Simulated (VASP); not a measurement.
# Se (Pm-3m) in VASP: further runs

The runs below take Se through single point, relaxation of cell and atoms, with PBEsol.

All numbers are computed with VASP 6.6.1; they aren't measurements. Logs are shortened: lines on timing, memory, paths and dates and some standing lists are left out, and cuts for length are marked.

### Step 1. The cell of the first run

Symmetry: Pm-3m, No. 221, cubic system. The conventional cell has a = 2.147 Å, b = 2.147 Å, c = 2.147 Å, α = 90.00°, β = 90.00°, γ = 90.00°. Se (site symmetry m-3m) has 6 Se at 2.15 Å within 2.8 Å.

### Step 2. Single point, PBEsol

INCAR

```
SYSTEM = Se
ALGO = Normal
EDIFF = 1E-7
ENCUT = 520
GGA = PS
ISIF = 2
ISMEAR = -1
LASPH = .TRUE.
LCHARG = .TRUE.
LELF = .TRUE.
LREAL = .FALSE.
LVHAR = .TRUE.
LWAVE = .FALSE.
NBANDS = 9
NELM = 80
PREC = Accurate
SIGMA = 0.08
```

KPOINTS

```
k-points
0
G
  17 17 17
  0 0 0
```

POSCAR

```
Se
1.0
    2.1471855119      0.0000000000      0.0000000000
    0.0000000000      2.1471855119      0.0000000000
    0.0000000000      0.0000000000      2.1471855119
Se
1
Direct
    0.0000000000      0.0000000000      0.0000000000
```

Potentials or basis: VASP PAW PBE potentials, release 64 (Se).

Started as:

```
$ cat potpaw_PBE.64/Se/POTCAR > POTCAR
$ mpirun -np 1 vasp_std > vasp.out
```

OUTCAR:

```text
SYSTEM = Se
   EDIFF = 1E-7
   ENCUT = 520
   GGA = PS
   ISIF = 2
   ISMEAR = -1
   LASPH = .TRUE.
   LREAL = .FALSE.
   NELM = 80
   PREC = Accurate

 ion  position               nearest neighbor table
   1  0.000  0.000  0.000-

  LATTYP: Found a simple cubic cell.
 ALAT       =     2.1471855119

  Lattice vectors:

 A1 = (   2.1471855119,   0.0000000000,   0.0000000000)
 A2 = (   0.0000000000,   2.1471855119,   0.0000000000)
 A3 = (   0.0000000000,   0.0000000000,   2.1471855119)

Analysis of symmetry for initial positions (statically):
=====================================================================
 Subroutine PRICEL returns:
 Original cell was already a primitive cell.

 Routine SETGRP: Setting up the symmetry group for a
 simple cubic supercell.

 Subroutine GETGRP returns: Found 48 space group operations
 (whereof 48 operations were pure point group operations)
 out of a pool of 48 trial point group operations.

The static configuration has the point symmetry O_h .

Analysis of symmetry for dynamics (positions and initial velocities):
=====================================================================
 Subroutine PRICEL returns:
 Original cell was already a primitive cell.

 Routine SETGRP: Setting up the symmetry group for a
 simple cubic supercell.

 Subroutine GETGRP returns: Found 48 space group operations
 (whereof 48 operations were pure point group operations)
 out of a pool of 48 trial point group operations.

The dynamic configuration has the point symmetry O_h .

 Subroutine INISYM returns: Found 48 space group operations
 (whereof 48 operations are pure point group operations),
 and found     1 'primitive' translations

----------------------------------------------------------------------------------------

                                     Primitive cell

  volume of cell :       9.8994

  direct lattice vectors                    reciprocal lattice vectors
     2.147185512  0.000000000  0.000000000     0.465725944  0.000000000  0.000000000
     0.000000000  2.147185512  0.000000000     0.000000000  0.465725944  0.000000000
     0.000000000  0.000000000  2.147185512     0.000000000  0.000000000  0.465725944

  length of vectors
     2.147185512  2.147185512  2.147185512     0.465725944  0.465725944  0.465725944

  position of ions in fractional coordinates (direct lattice)
     0.000000000  0.000000000  0.000000000

  ion indices of the primitive-cell ions
   primitive index   ion index
                 1           1

----------------------------------------------------------------------------------------

 KPOINTS: k-points

Automatic generation of k-mesh.
 Grid dimensions read from file:
 generate k-points for:   17   17   17

 Generating k-lattice:

  Cartesian coordinates                     Fractional coordinates (reciprocal lattice)
     0.027395644  0.000000000  0.000000000     0.058823529  0.000000000  0.000000000
     0.000000000  0.027395644  0.000000000     0.000000000  0.058823529  0.000000000
     0.000000000  0.000000000  0.027395644     0.000000000  0.000000000  0.058823529

  Length of vectors
     0.027395644  0.027395644  0.027395644

  Shift w.r.t. Gamma in fractional coordinates (k-lattice)
     0.000000000  0.000000000  0.000000000

 Subroutine IBZKPT returns following result:
 ===========================================

 Found    165 irreducible k-points:

 Following reciprocal coordinates:
            Coordinates               Weight
  0.000000  0.000000  0.000000      1.000000
  0.058824  0.000000  0.000000      6.000000
  0.117647  0.000000  0.000000      6.000000
  0.176471  0.000000  0.000000      6.000000
  0.235294  0.000000  0.000000      6.000000
  0.294118  0.000000  0.000000      6.000000
[... 16 lines left out ...]
  0.411765  0.117647  0.000000     24.000000
  0.470588  0.117647  0.000000     24.000000
 [... further k-points ...]
   k-points           NKPTS =    165   k-points in BZ     NKDIM =    165   number of bands    NBANDS=      9
   number of dos      NEDOS =    301   number of ions     NIONS =      1
   total plane-waves  NPLWV =   4096
   dimension x,y,z NGX =    16 NGY =   16 NGZ =   16
   dimension x,y,z NGXF=    32 NGYF=   32 NGZF=   32
   ions per type =               1
   NGX,Y,Z   is equivalent  to a cutoff of  12.39, 12.39, 12.39 a.u.
   NGXF,Y,Z  is equivalent  to a cutoff of  24.78, 24.78, 24.78 a.u.
 SYSTEM =  Se
   PREC   = accura    normal or accurate (medium, high low for compatibility)
   ISTART =      0    job   : 0-new  1-cont  2-samecut
   ICHARG =      2    charge: 1-file 2-atom 10-const
   ISPIN  =      1    spin polarized calculation?
   LNONCOLLINEAR =      F non collinear calculations
   LSORBIT =      F    spin-orbit coupling
   LASPH  =      T    aspherical Exc in radial PAW
   ENCUT  =  520.0 eV  38.22 Ry    6.18 a.u.   3.99  3.99  3.99*2*pi/ulx,y,z
   NELM   =     80;   NELMIN=  2; NELMDL= -5     # of ELM steps
   EDIFF  = 0.1E-06   stopping-criterion for ELM
   LREAL  =      F    real-space projection
   EDIFFG = 0.1E-05   stopping-criterion for IOM
   NSW    =      0    number of steps for IOM
   IBRION =     -1    ionic relax: 0-MD 1-quasi-New 2-CG
   NFREE  =      0    steps in history (QN), initial steepest desc. (CG)
   ISIF   =      2    stress and relaxation
   ISYM   =      2    0-nonsym 1-usesym 2-fastsym
   POTIM  = 0.5000    time-step for ionic-motion
   TEBEG  =    0.0;   TEEND  =   0.0 temperature during run
   PSTRESS=    0.0 pullay stress
   NELECT =       6.0000    total number of electrons
   NUPDOWN=      -1.0000    fix difference up-down
   EMIN   =  10.00;   EMAX   =-10.00  energy-range for DOS
   EFERMI =   0.00;   METHOD = LEGACY
   ISMEAR =    -1;   SIGMA  =   0.08  broadening in eV -4-tet -1-fermi 0-gaus
   EFERMI_NEDOS =   21; number of points for ismear=-14 and -15
   IALGO  =     38    algorithm
   IMIX   =      4    mixing-type and parameters
     AMIX     =   0.40;   BMIX     =  1.00
     AMIX_MAG =   1.60;   BMIX_MAG =  1.00
  volume/ion in A,a.u.               =       9.90        66.80
  Fermi-wavevector in a.u.,A,eV,Ry     =   1.385444  2.618110 26.115776  1.919455
  Thomas-Fermi vector in A             =   2.509854
   LORBIT       =      0    0 simple, 1 ext, 2 COOP (PROOUT), +10 PAW based schemes
   GGA     = PS    functional components
   LHFCALC =     F    Hartree Fock is set to
   AEXX    =    0.0000 exact exchange contribution
   IVDW    =     0    specifies the selected vdW correction
   LEPSILON=     F    determine dielectric tensor
   LRPA    =     F    only Hartree local field effects (RPA)
 non-spin polarized calculation
  energy-cutoff  :      520.00
  volume of cell :        9.90
 maximum number of plane-waves:       284
 NGX is ok and might be reduce to    16
   NGX =  7   NGY =  7   NGZ =  7

 number of electron       5.9999999 magnetization

 Free energy of the ion-electron system (eV)
  ---------------------------------------------------
  ext. energy  EPLUGINS =         0.00000000
  ---------------------------------------------------
  free energy    TOTEN  =         2.04450614 eV

  energy without entropy =        2.05257617  energy(sigma->0) =        2.04854115

 E-fermi :  18.3581     XC(G=0): -14.0883

 val. band max:       18.2820781948   @ k =   0.4706   0.4706   0.3529
 cond. band min:      18.4106347777   @ k =   0.4118   0.1765   0.0000
 fundamental gap:      0.1285565829
 Fermi energy:        18.3581289040

 k-point     1 :       0.0000    0.0000    0.0000
  band No.  band energies     occupation
      1      -8.9511      2.00000
      2      21.6987      0.00000
      3      21.6987      0.00000
      4      21.6987      0.00000
      5      24.7402      0.00000
      6      24.7402      0.00000
      7      32.9781      0.00000
      8      52.1708      0.00000
      9      52.1708      0.00000

 k-point     2 :       0.0588    0.0000    0.0000
  band No.  band energies     occupation
      1      -8.8399      2.00000
      2      19.6547      0.00000
      3      21.8097      0.00000
      4      21.8097      0.00000
      5      24.8301      0.00000
      6      26.5348      0.00000
      7      33.4594      0.00000
      8      50.1200      0.00000
      9      50.1200      0.00000

 k-point     3 :       0.1176    0.0000    0.0000
  band No.  band energies     occupation
      1      -8.5068      2.00000
      2      16.6010      2.00000
      3      22.1400      0.00000
      4      22.1400      0.00000
      5      25.0984      0.00000
      6      28.6490      0.00000
      7      35.0839      0.00000
      8      47.3119      0.00000
      9      47.3119      0.00000

 k-point     4 :       0.1765    0.0000    0.0000
  band No.  band energies     occupation
      1      -7.9524      2.00000
      2      13.5439      2.00000
      3      22.6802      0.00000
      4      22.6802      0.00000
      5      25.5415      0.00000
      6      30.0451      0.00000
      7      37.8350      0.00000
      8      44.5553      0.00000
      9      44.5553      0.00000
[... 205 lines left out ...]
 k-point    22 :       0.3529    0.1176    0.0000
  band No.  band energies     occupation
      1      -4.5735      2.00000
      2       5.7697      2.00000
      3      20.3477      0.00000
      4      25.7421      0.00000
      5      29.9014      0.00000
      6      31.7699      0.00000
      7      36.4899      0.00000
      8      37.8144      0.00000
      9      41.4775      0.00000

 k-point    23 :       0.4118    0.1176    0.0000
  band No.  band energies     occupation
      1      -3.2610      2.00000
      2       3.5644      2.00000
      3      21.3607      0.00000
      4      26.7037      0.00000
      5      29.1532      0.00000
      6      31.8604      0.00000
      7      36.1040      0.00000
      8      36.2612      0.00000
      9      41.1172      0.00000

 k-point    24 :       0.4706    0.1176    0.0000
  band No.  band energies     occupation
      1      -2.0871      2.00000
      2       1.9414      2.00000
      3      22.1012      0.00000
      4      27.3626      0.00000
      5      28.1818      0.00000
      6      32.6148      0.00000
      7      35.0706      0.00000
      8      35.5882      0.00000
      9      41.8413      0.00000

 [... further k-points ...]

------------------------ aborting loop because EDIFF is reached ----------------------------------------

  FORCE on cell =-STRESS in cart. coord.  units (eV):
  Direction    XX          YY          ZZ          XY          YZ          ZX
  --------------------------------------------------------------------------------------
  -------------------------------------------------------------------------------------
  Total       18.3606789     18.3606789     18.3606789      0.0000000      0.0000000     -0.0000000
  in kB     2971.6018033   2971.6018033   2971.6018033      0.0000000      0.0000000     -0.0000000
  external PRESSURE =    2971.6018033 kB  Pullay stress =       0.0000000 kB

 VOLUME and BASIS-vectors are now :
 -----------------------------------------------------------------------------
  energy-cutoff  :      520.00
  volume of cell :        9.90
      direct lattice vectors                 reciprocal lattice vectors
     2.147185512  0.000000000  0.000000000     0.465725944  0.000000000  0.000000000
     0.000000000  2.147185512  0.000000000     0.000000000  0.465725944  0.000000000
     0.000000000  0.000000000  2.147185512     0.000000000  0.000000000  0.465725944

 POSITION                                       TOTAL-FORCE (eV/Angst)
 -----------------------------------------------------------------------------------
      0.00000      0.00000      0.00000         0.000000      0.000000      0.000000
 -----------------------------------------------------------------------------------
    total drift:                                0.000000      0.000000     -0.000000

  FREE ENERGIE OF THE ION-ELECTRON SYSTEM (eV)
  ---------------------------------------------------
  free  energy   TOTEN  =         2.0445061358 eV

  energy  without entropy=        2.0525761708  energy(sigma->0) =        2.04854115
```

Wall time 6.6 s (1 thread of AMD EPYC 9R14 (Zen 4), shared host); peak memory 0.09 GiB.

What came out:

```
Free energy            : 2.0445 eV
Pressure               : 297.2 GPa
Band gap on the k mesh : zero (band 3 reaches 26.91 eV, above the bottom of band 4 at 14.83 eV)
```

Caveat: the PAW data sets were made with another functional, which shifts forces and pressure a little.

### Step 3. Single point, PBEsol

INCAR

```
PREC = Accurate
ENCUT = 520
EDIFF = 1E-6
ISMEAR = -1
SIGMA = 0.08
LREAL = F
LASPH = T
NELM = 100
ALGO = Normal
ISIF = 2
LWAVE = F
LCHARG = F
GGA = PS
NBANDS = 9
```

KPOINTS

```
regular mesh
0
Gamma
  17 17 17
```

POSCAR is that of step 2.

Potentials or basis: VASP PAW PBE potentials, release 64 (Se).

Started as:

```
$ cat potpaw_PBE.64/Se/POTCAR > POTCAR
$ mpirun -np 1 vasp_std > vasp.out
```

It took 5.9 s on 1 thread of AMD EPYC 9R14 (Zen 4), shared host; peak memory 0.09 GiB.

Results (log left out):

| Property | Result |
| --- | --- |
| Free energy | 2.0445 eV |
| Pressure | 297.1 GPa |
| Band gap on the k mesh | zero (band 3 reaches 26.91 eV, above the bottom of band 4 at 14.83 eV) |

Levels at points of the mesh, in eV from the Fermi level:
| k point | band 1 | band 2 | band 3 | band 4 | band 5 | band 6 | band 7 |
| --- | --- | --- | --- | --- | --- | --- | --- |
| (0.00, 0.00, 0.00) | -27.31 | 3.34 | 3.34 | 3.34 | 6.38 | 6.38 | 14.62 |

Caveat: the PAW data sets were made with another functional, which shifts forces and pressure a little.

### Step 4. Relaxation of cell and atoms, PBEsol, target pressure 290 GPa, at which the enthalpy is minimised

This run uses another cell than the first one, of 9.55 Å³/atom, 0.964 times its volume.

INCAR

```
SYSTEM = Se
PREC = Accurate
ENCUT = 600
EDIFF = 1E-6
ISMEAR = -1
SIGMA = 0.08
LREAL = .FALSE.
LASPH = .TRUE.
NELM = 100
ALGO = Normal
ISIF = 3
LWAVE = .FALSE.
LCHARG = .FALSE.
GGA = PS
IBRION = 2
NSW = 60
EDIFFG = -0.005
PSTRESS = 2900.0
```

KPOINTS

```
regular mesh
0
G
  17 17 17
  0 0 0
```

POSCAR

```
Se
1.0
    2.1214181140      0.0000000000      0.0000000000
    0.0000000000      2.1214181140      0.0000000000
    0.0000000000      0.0000000000      2.1214181140
Se
1
Direct
    0.0000000000      0.0000000000      0.0000000000
```

Started as:

```
$ cat potpaw_PBE.64/Se/POTCAR > POTCAR
$ mpirun -np 1 vasp_std > vasp.out
```

Run time: 36 s. Hardware: 1 thread of AMD EPYC 9R14 (Zen 4), shared host; peak memory 0.11 GiB.

It converged, with:

| Property | Result |
| --- | --- |
| Free energy | 1.9078 eV |
| Relaxed volume | 9.97 Å³/atom |
| Relaxed cell | a = 2.153 Å, b = 2.153 Å, c = 2.153 Å, α = 90.00°, β = 90.00°, γ = 90.00° |
| Space group after relaxing (to 0.05 Å) | Pm-3m (No. 221) |
| Energy change on relaxing (the enthalpy is what falls) | -829.0 meV/atom |
| Ionic steps | 17 |
| Pressure after relaxing | 290.0 GPa |
| Band gap on the k mesh | zero (band 3 reaches 26.66 eV, above the bottom of band 4 at 14.74 eV) |

Step by step:
```tsv
step	energy change (eV)	largest force (eV/Å)	pressure (GPa)	volume (Å³)
1	0.0000	0.0000	333.93	9.55
2	-4.8044	0.0000	97.54	13.64
3	-0.9753	0.0000	282.47	10.06
4	-0.8345	0.0000	289.70	9.98
5	-0.8187	0.0000	290.54	9.97
6	-0.8196	0.0000	290.51	9.97
7	-0.8224	0.0000	290.38	9.97
8	-0.8225	0.0000	290.35	9.97
9	-0.8226	0.0000	290.35	9.97
10	-0.8227	0.0000	290.34	9.97
11	-0.8230	0.0000	290.32	9.97
12	-0.8237	0.0000	290.29	9.97
13	-0.8250	0.0000	290.23	9.97
14	-0.8277	0.0000	290.11	9.97
15	-0.8329	0.0000	289.87	9.98
16	-0.8301	0.0000	289.92	9.97
17	-0.8290	0.0000	289.99	9.97
```

Final structure:
```
Se
1.0
     2.15255    0.00000    0.00000
     0.00000    2.15255    0.00000
     0.00000    0.00000    2.15255
Se
1
Direct
  0.00000 0.00000 0.00000
```

Levels at points of the mesh, in eV from the Fermi level:
```tsv
k point	band 1	band 2	band 3	band 4	band 5	band 6	band 7
(0.00, 0.00, 0.00)	-27.18	3.31	3.31	3.31	6.38	6.38	14.52
```

Caveat: the cell is relaxed towards a set pressure, so the enthalpy falls and the energy may rise; the PAW data sets were made with another functional, which shifts forces and pressure a little.

### Step 5. Relaxation of cell and atoms, PBEsol, target pressure 290 GPa, at which the enthalpy is minimised

INCAR

```
PREC = Accurate
ENCUT = 600
EDIFF = 1E-6
ISMEAR = -1
SIGMA = 0.08
LREAL = F
LASPH = T
NELM = 100
ALGO = Normal
ISIF = 3
LWAVE = F
LCHARG = F
GGA = PS
IBRION = 2
NSW = 32
EDIFFG = -0.005
PSTRESS = 2900.0
```

KPOINTS

```
Automatic mesh
0
Gamma
  17 17 17
```

POSCAR

```
Se
1.0
    2.1471855119      0.0000000000      0.0000000000
    0.0000000000      2.1471855119      0.0000000000
    0.0000000000      0.0000000000      2.1471855119
Se
1
Direct
    0.0000000000      0.0000000000      0.0000000000
```

Started as:

```
$ cat potpaw_PBE.64/Se/POTCAR > POTCAR
$ mpirun -np 1 vasp_std > vasp.out
```

Wall time 15 s (1 thread of AMD EPYC 9R14 (Zen 4), shared host); peak memory 0.1 GiB.

It converged, with:

| Property | Result |
| --- | --- |
| Free energy | 1.9075 eV |
| Relaxed volume | 9.97 Å³/atom |
| Relaxed cell | a = 2.153 Å, b = 2.153 Å, c = 2.153 Å, α = 90.00°, β = 90.00°, γ = 90.00° |
| Space group after relaxing (to 0.05 Å) | Pm-3m (No. 221) |
| Energy change on relaxing (the enthalpy is what falls) | -136.5 meV/atom |
| Ionic steps | 4 |
| Pressure after relaxing | 289.9 GPa |
| Band gap on the k mesh | zero (band 3 reaches 26.66 eV, above the bottom of band 4 at 14.74 eV) |

Step by step:
| step | energy change (eV) | largest force (eV/Å) | pressure (GPa) | volume (Å³) |
| --- | --- | --- | --- | --- |
| 1 | 0.0000 | 0.0000 | 297.13 | 9.90 |
| 2 | -1.0794 | 0.0000 | 240.64 | 10.54 |
| 3 | -0.1426 | 0.0000 | 289.68 | 9.98 |
| 4 | -0.1365 | 0.0000 | 289.92 | 9.97 |

Final structure:
```
Se
1.0
     2.15256    0.00000    0.00000
     0.00000    2.15256    0.00000
     0.00000    0.00000    2.15256
Se
1
Direct
  0.00000 0.00000 0.00000
```

Levels at points of the mesh, in eV from the Fermi level:
```tsv
k point	band 1	band 2	band 3	band 4	band 5	band 6	band 7
(0.00, 0.00, 0.00)	-27.18	3.31	3.31	3.31	6.38	6.38	14.52
```

Caveat: the cell is relaxed towards a set pressure, so the enthalpy falls and the energy may rise; the PAW data sets were made with another functional, which shifts forces and pressure a little.

### Step 6. Overview

| task | cell | cutoff (eV) | gap on the mesh (eV) | pressure (GPa) |
| --- | --- | --- | --- | --- |
| single point | a = 2.147 Å, 1 atom | 520 | none | 297.1 |
| relaxation of cell and atoms | relaxed to 290 GPa from a = 2.121 Å, 1 atom | 600 | none | 290.0 |
| relaxation of cell and atoms | relaxed to 290 GPa from a = 2.147 Å, 1 atom | 600 | none | 289.9 |

Alike in all rows: level PBEsol; potentials or basis VASP PAW PBE potentials, release 64 (Se); no spin polarisation; k mesh 17 × 17 × 17; smearing fermi-dirac 0.08 eV.

Caveats: the PAW data sets were made with another functional, which shifts forces and pressure a little; the cell is relaxed towards a set pressure, so the enthalpy falls and the energy may rise (some runs).

Total energies depend on the potentials used, so only differences within one code and one set of settings carry meaning.
